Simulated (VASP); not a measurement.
# MgS in VASP: further runs

The runs below take MgS through single point, with PBE, r2SCAN, HSE06.

Everything below comes from runs of VASP 6.6.1. Logs are shortened: lines on timing, memory, paths and dates and some standing lists are left out, and cuts for length are marked.

### 1 The cell of the first run

It takes space group I-4m2 (No. 119, tetragonal). The conventional cell has a = 3.942 Å, b = 3.942 Å, c = 5.779 Å, α = 90.00°, β = 90.00°, γ = 90.00°. Within 3.2 Å of Mg (site symmetry -4m2) lie 4 S at 2.44 Å. Within 3.2 Å of S (site symmetry -4m2) lie 4 Mg at 2.44 Å.

### 2 Single point, PBE (epitaxial xy strain -1.5%)

File INCAR:

```
PREC = Accurate ; ENCUT = 520
EDIFF = 1E-6 ; ISMEAR = -1
SIGMA = 0.02 ; LREAL = False
LASPH = True ; NELM = 80
ALGO = Normal ; ISIF = 2
LWAVE = False ; LCHARG = False
GGA = PE ; NBANDS = 11
```

File KPOINTS:

```
regular mesh
0
Gamma
  8 8 8
```

File POSCAR:

```
MgS
1.0
    0.0000000000      2.7872813356      2.8896763702
    2.7872813356      0.0000000000      2.8896763702
    2.7872813356      2.7872813356      0.0000000000
Mg S
1 1
Direct
    0.0000000000      0.0000000000      0.0000000000
    0.2500000000      0.2500000000      0.2500000000
```

Potentials or basis: VASP PAW PBE potentials, release 64 (Mg, S).

Launch:

```console
$ cat potpaw_PBE.64/Mg/POTCAR potpaw_PBE.64/S/POTCAR > POTCAR
$ mpirun -np 1 vasp_std > vasp.out
```

OUTCAR:

```text
PREC = Accurate
   ENCUT = 520
   EDIFF = 1E-6
   ISMEAR = -1
   LREAL = False
   LASPH = True
   NELM = 80
   ISIF = 2
   GGA = PE

 ion  position               nearest neighbor table
   1  0.000  0.000  0.000-   2 2.44   2 2.44   2 2.44   2 2.44
   2  0.250  0.250  0.250-   1 2.44   1 2.44   1 2.44   1 2.44

  LATTYP: Found a body centered tetragonal cell.
 ALAT       =     3.9418110670
 C/A-ratio  =     1.4661668564

  Lattice vectors:

 A1 = (  -2.7872813356,   0.0000000000,   2.8896763702)
 A2 = (   2.7872813356,   0.0000000000,   2.8896763702)
 A3 = (   0.0000000000,   2.7872813356,  -2.8896763702)

Analysis of symmetry for initial positions (statically):
=====================================================================
 Subroutine PRICEL returns:
 Original cell was already a primitive cell.

 Routine SETGRP: Setting up the symmetry group for a
 body centered tetragonal supercell.

 Subroutine GETGRP returns: Found  8 space group operations
 (whereof  8 operations were pure point group operations)
 out of a pool of 16 trial point group operations.

The static configuration has the point symmetry D_2d.

Analysis of symmetry for dynamics (positions and initial velocities):
=====================================================================
 Subroutine PRICEL returns:
 Original cell was already a primitive cell.

 Routine SETGRP: Setting up the symmetry group for a
 body centered tetragonal supercell.

 Subroutine GETGRP returns: Found  8 space group operations
 (whereof  8 operations were pure point group operations)
 out of a pool of 16 trial point group operations.

The dynamic configuration has the point symmetry D_2d.

 Subroutine INISYM returns: Found  8 space group operations
 (whereof  8 operations are pure point group operations),
 and found     1 'primitive' translations

----------------------------------------------------------------------------------------

                                     Primitive cell

  volume of cell :      44.8994

  direct lattice vectors                    reciprocal lattice vectors
     0.000000000  2.787281336  2.889676370    -0.179386269  0.179386269  0.173029757
     2.787281336  0.000000000  2.889676370     0.179386269 -0.179386269  0.173029757
     2.787281336  2.787281336  0.000000000     0.179386269  0.179386269 -0.173029757

  length of vectors
     4.014868213  4.014868213  3.941811067     0.307080061  0.307080061  0.307080061

  position of ions in fractional coordinates (direct lattice)
     0.000000000  0.000000000  0.000000000
     0.250000000  0.250000000  0.250000000

  ion indices of the primitive-cell ions
   primitive index   ion index
                 1           1
                 2           2

----------------------------------------------------------------------------------------

 KPOINTS: regular mesh

Automatic generation of k-mesh.
 Grid dimensions read from file:
 generate k-points for:    8    8    8

 Generating k-lattice:

  Cartesian coordinates                     Fractional coordinates (reciprocal lattice)
    -0.022423284  0.022423284  0.021628720     0.125000000  0.000000000  0.000000000
     0.022423284 -0.022423284  0.021628720     0.000000000  0.125000000  0.000000000
     0.022423284  0.022423284 -0.021628720     0.000000000  0.000000000  0.125000000

  Length of vectors
     0.038385008  0.038385008  0.038385008

  Shift w.r.t. Gamma in fractional coordinates (k-lattice)
     0.000000000  0.000000000  0.000000000

 Subroutine IBZKPT returns following result:
 ===========================================

 Found     59 irreducible k-points:

 Following reciprocal coordinates:
            Coordinates               Weight
  0.000000  0.000000  0.000000      1.000000
  0.125000  0.000000  0.000000      8.000000
  0.250000  0.000000  0.000000      8.000000
  0.375000  0.000000  0.000000      8.000000
  0.500000  0.000000  0.000000      4.000000
  0.125000  0.125000  0.000000      2.000000
[... 16 lines left out ...]
  0.250000  0.000000  0.125000     16.000000
  0.375000  0.000000  0.125000     16.000000
 [... further k-points ...]
   k-points           NKPTS =     59   k-points in BZ     NKDIM =     59   number of bands    NBANDS=     11
   number of dos      NEDOS =    301   number of ions     NIONS =      2
   total plane-waves  NPLWV =  27000
   dimension x,y,z NGX =    30 NGY =   30 NGZ =   30
   dimension x,y,z NGXF=    60 NGYF=   60 NGZF=   60
   ions per type =               1   1
   NGX,Y,Z   is equivalent  to a cutoff of  12.42, 12.42, 12.65 a.u.
   NGXF,Y,Z  is equivalent  to a cutoff of  24.84, 24.84, 25.31 a.u.
 SYSTEM =  unknown system
   PREC   = accura    normal or accurate (medium, high low for compatibility)
   ISTART =      0    job   : 0-new  1-cont  2-samecut
   ICHARG =      2    charge: 1-file 2-atom 10-const
   ISPIN  =      1    spin polarized calculation?
   LNONCOLLINEAR =      F non collinear calculations
   LSORBIT =      F    spin-orbit coupling
   LASPH  =      T    aspherical Exc in radial PAW
   ENCUT  =  520.0 eV  38.22 Ry    6.18 a.u.   7.46  7.46  7.33*2*pi/ulx,y,z
   NELM   =     80;   NELMIN=  2; NELMDL= -5     # of ELM steps
   EDIFF  = 0.1E-05   stopping-criterion for ELM
   LREAL  =      F    real-space projection
   EDIFFG = 0.1E-04   stopping-criterion for IOM
   NSW    =      0    number of steps for IOM
   IBRION =     -1    ionic relax: 0-MD 1-quasi-New 2-CG
   NFREE  =      0    steps in history (QN), initial steepest desc. (CG)
   ISIF   =      2    stress and relaxation
   ISYM   =      2    0-nonsym 1-usesym 2-fastsym
   POTIM  = 0.5000    time-step for ionic-motion
   TEBEG  =    0.0;   TEEND  =   0.0 temperature during run
   PSTRESS=    0.0 pullay stress
   NELECT =       8.0000    total number of electrons
   NUPDOWN=      -1.0000    fix difference up-down
   EMIN   =  10.00;   EMAX   =-10.00  energy-range for DOS
   EFERMI =   0.00;   METHOD = LEGACY
   ISMEAR =    -1;   SIGMA  =   0.02  broadening in eV -4-tet -1-fermi 0-gaus
   EFERMI_NEDOS =   21; number of points for ismear=-14 and -15
   IALGO  =     38    algorithm
   IMIX   =      4    mixing-type and parameters
     AMIX     =   0.40;   BMIX     =  1.00
     AMIX_MAG =   1.60;   BMIX_MAG =  1.00
  volume/ion in A,a.u.               =      22.45       151.50
  Fermi-wavevector in a.u.,A,eV,Ry     =   0.921208  1.740831 11.546243  0.848625
  Thomas-Fermi vector in A             =   2.046599
   LORBIT       =      0    0 simple, 1 ext, 2 COOP (PROOUT), +10 PAW based schemes
   GGA     = PE    functional components
   LHFCALC =     F    Hartree Fock is set to
   AEXX    =    0.0000 exact exchange contribution
   IVDW    =     0    specifies the selected vdW correction
   LEPSILON=     F    determine dielectric tensor
   LRPA    =     F    only Hartree local field effects (RPA)
 non-spin polarized calculation
  energy-cutoff  :      520.00
  volume of cell :       44.90
 maximum number of plane-waves:      1230
 NGX is ok and might be reduce to    30
   NGX = 15   NGY = 15   NGZ = 15

 number of electron       8.0000001 magnetization

 Free energy of the ion-electron system (eV)
  ---------------------------------------------------
  ext. energy  EPLUGINS =         0.00000000
  ---------------------------------------------------
  free energy    TOTEN  =        -8.46424898 eV

  energy without entropy =       -8.46424898  energy(sigma->0) =       -8.46424898

 E-fermi :   1.6061     XC(G=0):  -8.4315

 val. band max:        1.1658875239   @ k =   0.0000   0.0000   0.0000
 cond. band min:       4.6357176971   @ k =   0.0000   0.0000   0.0000
 fundamental gap:      3.4698301732
 Fermi energy:         1.6061346123

 k-point     1 :       0.0000    0.0000    0.0000
  band No.  band energies     occupation
      1     -10.1711      2.00000
      2       1.0639      2.00000
      3       1.1659      2.00000
      4       1.1659      2.00000
      5       4.6357      0.00000
      6       9.0904      0.00000
      7       9.1241      0.00000
      8       9.1241      0.00000
      9      11.6604      0.00000
     10      12.2903      0.00000
     11      14.5545      0.00000

 k-point     2 :       0.1250    0.0000    0.0000
  band No.  band energies     occupation
      1     -10.0819      2.00000
      2       0.4445      2.00000
      3       1.0360      2.00000
      4       1.1217      2.00000
      5       5.2981      0.00000
      6       8.9156      0.00000
      7       9.2685      0.00000
      8       9.3163      0.00000
      9      11.2710      0.00000
     10      11.7676      0.00000
     11      14.3106      0.00000

 k-point     3 :       0.2500    0.0000    0.0000
  band No.  band energies     occupation
      1      -9.8507      2.00000
      2      -0.7366      2.00000
      3       0.8906      2.00000
      4       1.0219      2.00000
      5       6.1466      0.00000
      6       8.9118      0.00000
      7       9.2475      0.00000
      8       9.4444      0.00000
      9      11.5201      0.00000
     10      11.6487      0.00000
     11      13.4732      0.00000

 k-point     4 :       0.3750    0.0000    0.0000
  band No.  band energies     occupation
      1      -9.5917      2.00000
      2      -1.6738      2.00000
      3       0.7594      2.00000
      4       0.9304      2.00000
      5       6.3024      0.00000
      6       8.7951      0.00000
      7       9.1292      0.00000
      8       9.5582      0.00000
      9      12.8263      0.00000
     10      12.9114      0.00000
     11      13.5140      0.00000
[... 239 lines left out ...]
 k-point    22 :       0.1250    0.0000    0.1250
  band No.  band energies     occupation
      1     -10.0494      2.00000
      2       0.4746      2.00000
      3       0.8864      2.00000
      4       0.9636      2.00000
      5       5.5359      0.00000
      6       8.5541      0.00000
      7       9.4665      0.00000
      8       9.5903      0.00000
      9      10.7339      0.00000
     10      12.0771      0.00000
     11      15.0808      0.00000

 k-point    23 :       0.2500    0.0000    0.1250
  band No.  band energies     occupation
      1      -9.8631      2.00000
      2      -0.4273      2.00000
      3       0.7317      2.00000
      4       0.8389      2.00000
      5       6.3271      0.00000
      6       8.2760      0.00000
      7       9.3635      0.00000
      8       9.7950      0.00000
      9      10.7307      0.00000
     10      12.3260      0.00000
     11      14.6357      0.00000

 k-point    24 :       0.3750    0.0000    0.1250
  band No.  band energies     occupation
      1      -9.6098      2.00000
      2      -1.3642      2.00000
      3       0.5834      2.00000
      4       0.6912      2.00000
      5       6.6693      0.00000
      6       8.3974      0.00000
      7       9.1523      0.00000
      8       9.5325      0.00000
      9      11.9433      0.00000
     10      13.4561      0.00000
     11      14.2938      0.00000

 [... further k-points ...]
[... 5 lines left out ...]
  --------------------------------------------------------------------------------------
  -------------------------------------------------------------------------------------
  Total        0.5058406      0.5058406      0.2755123      0.0000000      0.0000000      0.0000000
  in kB       18.0502578     18.0502578      9.8312963      0.0000000      0.0000000      0.0000000
  external PRESSURE =      15.3106040 kB  Pullay stress =       0.0000000 kB

 VOLUME and BASIS-vectors are now :
 -----------------------------------------------------------------------------
  energy-cutoff  :      520.00
  volume of cell :       44.90
      direct lattice vectors                 reciprocal lattice vectors
     0.000000000  2.787281336  2.889676370    -0.179386269  0.179386269  0.173029757
     2.787281336  0.000000000  2.889676370     0.179386269 -0.179386269  0.173029757
     2.787281336  2.787281336  0.000000000     0.179386269  0.179386269 -0.173029757

 POSITION                                       TOTAL-FORCE (eV/Angst)
 -----------------------------------------------------------------------------------
      0.00000      0.00000      0.00000        -0.000000     -0.000000     -0.000000
      1.39364      1.39364      1.44484         0.000000      0.000000      0.000000
 -----------------------------------------------------------------------------------
    total drift:                               -0.000000     -0.000000      0.000000

  FREE ENERGIE OF THE ION-ELECTRON SYSTEM (eV)
  ---------------------------------------------------
  free  energy   TOTEN  =        -8.4642489825 eV

  energy  without entropy=       -8.4642489825  energy(sigma->0) =       -8.46424898
```

Wall time 11 s (1 thread of Intel Xeon 6975P-C (Granite Rapids), shared host); peak memory 0.18 GiB.

What came out:

* Free energy: -8.4642 eV
* Pressure: 1.5 GPa
* Band gap on the k mesh: 3.47 eV, direct

Caveat: the cell differs from its parent crystal (epitaxial xy strain -1.5%). A k mesh can miss the band edges.

### 3 Single point, PBE (strain along [111] +1.9%)

File INCAR:

```
PREC = Accurate
ENCUT = 520
EDIFF = 1E-6
ISMEAR = -1
SIGMA = 0.02
LREAL = F
LASPH = T
NELM = 100
ALGO = Normal
ISIF = 2
LWAVE = F
LCHARG = T
GGA = PE
LELF = T
LVHAR = T
NBANDS = 11
```

File KPOINTS:

```
Automatic mesh
0
Gamma
  8 8 8
```

File POSCAR:

```
MgS
1.0
    0.0349141477      2.8657909866      2.8657909866
    2.8657909866      0.0349141477      2.8657909866
    2.8657909866      2.8657909866      0.0349141477
Mg S
1 1
Direct
    0.0010744721      0.0010744721      0.0010744721
    0.2489255279      0.2489255279      0.2489255279
```

Potentials or basis: VASP PAW PBE potentials, release 64 (Mg, S).

Launch:

```console
$ cat potpaw_PBE.64/Mg/POTCAR potpaw_PBE.64/S/POTCAR > POTCAR
$ mpirun -np 1 vasp_std > vasp.out
```

Run time: 13 s. Hardware: 1 thread of Intel Xeon 6975P-C (Granite Rapids), shared host; peak memory 0.19 GiB.

The run converged. Its results:

| Item | Value |
| --- | --- |
| Free energy | -8.4709 eV |
| Pressure | -0.1 GPa |
| Band gap on the k mesh | 3.33 eV, direct |

Stress tensor (GPa, compression positive):
```
-0.13 -0.38 -0.38
-0.38 -0.13 -0.38
-0.38 -0.38 -0.13
```

Levels at points of the mesh, in eV from the valence-band top:
```csv
k point,band 2,band 3,band 4,band 5,band 6,band 7
"(0.00, 0.00, 0.00)",-0.10,0.00,0.00,3.33,7.72,7.95
"(0.50, 0.00, 0.00)",-3.09,-0.40,-0.35,4.98,7.48,7.61
"(0.50, 0.50, 0.00)",-2.79,-1.09,-0.99,3.86,5.59,10.93
"(0.50, 0.50, 0.50)",-3.13,-0.30,-0.30,5.09,7.68,7.68
```

Caveat: the cell differs from its parent crystal (strain along [111] +1.9%).

(Part 1 of 2 ends here.)
